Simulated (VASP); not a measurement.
Wanted: the native input for a VASP 6.6.1 run.

| Item | Value |
| --- | --- |
| Task | relaxation of cell and atoms |
| Functional | PBE |
| Potentials or basis | VASP PAW PBE potentials, release 64 (Sr_sv, Cd, Cl) |
| Cutoff | 600 eV |
| k mesh | 6 × 6 × 4 |
| Occupations | gaussian, width 0.01 eV |
| Spin | no spin polarisation |
| Dipole correction | no |
| Further INCAR settings | ALGO = Normal; EDIFF = 1e-06; IBRION = 2; EDIFFG = -0.001; NSW = 80; ISIF = 3 |

The structure of SrCdCl4 lies in POSCAR:

```
SrCdCl4
1.0
    4.8048500648      0.0000000000      0.0000000000
    0.0000000000      4.8048500648      0.0000000000
    0.0000000000      0.0000000000      6.8655976791
Sr Cd Cl
1 1 4
Direct
    0.0000000000      0.0000000000      0.0000000000
    0.5000000000      0.5000000000      0.5000000000
    0.5000000000      0.0000000000      0.2627823124
    0.0000000000      0.5000000000      0.7372176876
    0.5000000000      0.0000000000      0.7372176876
    0.0000000000      0.5000000000      0.2627823124
```

The input as run:

INCAR

```
SYSTEM = SrCdCl4
ALGO     = Normal         ! electronic algorithm
EDIFF    = 1E-6           ! SCF threshold, eV
EDIFFG   = -0.001         ! ionic threshold
ENCUT    = 600            ! plane-wave cutoff, eV
GGA      = PE             ! functional
IBRION   = 2              ! ionic algorithm
ISIF     = 3              ! what is computed and relaxed
ISMEAR   = 0              ! smearing method
LASPH    = .TRUE.         ! aspherical terms in the spheres
LCHARG   = .FALSE.        ! write CHGCAR
LREAL    = .FALSE.        ! projectors in reciprocal space
LWAVE    = .FALSE.        ! write WAVECAR
NELM     = 100            ! most SCF steps
NSW      = 80             ! ionic steps
PREC     = Accurate       ! precision mode
SIGMA    = 0.01           ! smearing width, eV
```

KPOINTS

```
k-points
0
G
  6 6 4
  0 0 0
```

Potentials or basis: VASP PAW PBE potentials, release 64 (Sr_sv, Cd, Cl).

The run is started by

```console
$ cat potpaw_PBE.64/Sr_sv/POTCAR potpaw_PBE.64/Cd/POTCAR potpaw_PBE.64/Cl/POTCAR > POTCAR
$ mpirun -np 1 vasp_std > vasp.out
```

Results of the run:

| Item | Value |
| --- | --- |
| Relaxed volume | 26.50 Å³/atom |
| Relaxed cell | a = 4.810 Å, b = 4.810 Å, c = 6.872 Å, α = 90.00°, β = 90.00°, γ = 90.00° |
| Space group after relaxing (to 0.1 Å) | P4/mmm (No. 123) |
| Energy gained by relaxing | 0.0 meV/atom |
| Ionic steps | 3 |
| Pressure after relaxing | 0.0 GPa |
| Band gap on the k mesh | 1.92 eV (least direct gap 1.98 eV) |

It took 6.3 min on 1 thread of Intel(R) Xeon(R) Platinum 8488C (Sapphire Rapids), on a shared host, peak memory 0.41 GiB.
